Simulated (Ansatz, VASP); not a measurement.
**One calculation of KGeF3, two programs**

File POSCAR:

```
KGeF3
1.0
    4.3875292553     -0.0658129388      0.0000000000
   -0.0658129388      4.3875292553      0.0000000000
    0.0000000000      0.0000000000      4.3875292553
K Ge F
1 1 3
Direct
    0.0000000000      0.0000000000      0.0000000000
    0.5000000000      0.5000000000      0.5000000000
    0.5000000000      0.5000000000      0.0000000000
    0.5000000000      0.0000000000      0.5000000000
    0.0000000000      0.5000000000      0.5000000000
```

File INCAR.step1:

```
PREC = Accurate
ENCUT = 520
ISMEAR = 0
SIGMA = 0.01
LREAL = False
LASPH = True
NELM = 100
NBANDS = 30
GGA = PE
ALGO = Normal
EDIFF = 1E-4
LWAVE = True
LCHARG = False
```

INCAR.step2

```
PREC = Accurate
ENCUT = 520
EDIFF = 1E-6
ISMEAR = 0
SIGMA = 0.01
LREAL = False
LASPH = True
NELM = 100
ALGO = Normal
ISIF = 2
LWAVE = False
LCHARG = False
METAGGA = R2SCAN
LMIXTAU = True
NBANDS = 30
ISTART = 1
```

KPOINTS

```
regular mesh
0
Gamma
  6 6 6
```

Input for Ansatz:

```yaml
crystal:
  lattice:
    - [4.3875292553, -0.0658129388, 0.0]
    - [-0.0658129388, 4.3875292553, 0.0]
    - [0.0, 0.0, 4.3875292553]
  atoms:
    - { symbol: K, position: [0.0, 0.0, 0.0] }
    - { symbol: Ge, position: [0.5, 0.5, 0.5] }
    - { symbol: F, position: [0.5, 0.5, 0.0] }
    - { symbol: F, position: [0.5, 0.0, 0.5] }
    - { symbol: F, position: [0.0, 0.5, 0.5] }
kpoints:
  mp_grid: { grid: [6, 6, 6] }
  band_path:
    path: [[0.0, 0.0, 0.0], [0.0, 0.5, 0.0], [0.5, 0.5, 0.0], [0.5, 0.5, 0.5]]
    npoints: 1
hamiltonian:
  xc: r2scan
scf:
  occupations: { method: fixed }
  n_extra_bands: 5
output:
  forces: true
  stress: true
  eigenvalues: true
  write_density: true
  write_potential: true
  elf: true
  volumetric_format: npy
```

Change from the starting cell: shear_xy strain -3.0%.

Alike in both runs: task single point; functional r2SCAN; k mesh 6 × 6 × 6; no spin polarisation.

```csv
,VASP,Ansatz
version,VASP 6.6.1,Ansatz 0.2.0
potentials or method,"VASP PAW PBE potentials, release 64 (K_sv, Ge_d, F)","plane waves, PAW"
plane-wave cutoff (eV),520,500
occupations,"gaussian, width 0.01 eV",fixed
valence electrons in the cell,44,44
```

Ansatz gave:

- gap on the k mesh at the Fermi level (eV): 1.93
- pressure (GPa): 0.0
- traceless stress, the component that is largest in VASP (GPa): 0.36

Question: Which values does VASP return?

Answer: gap on the k mesh at the Fermi level (eV): 1.92; pressure (GPa): -0.2; traceless stress, the component that is largest in VASP (GPa): 0.37.

VASP's potentials were made for PBE, not for r2SCAN.
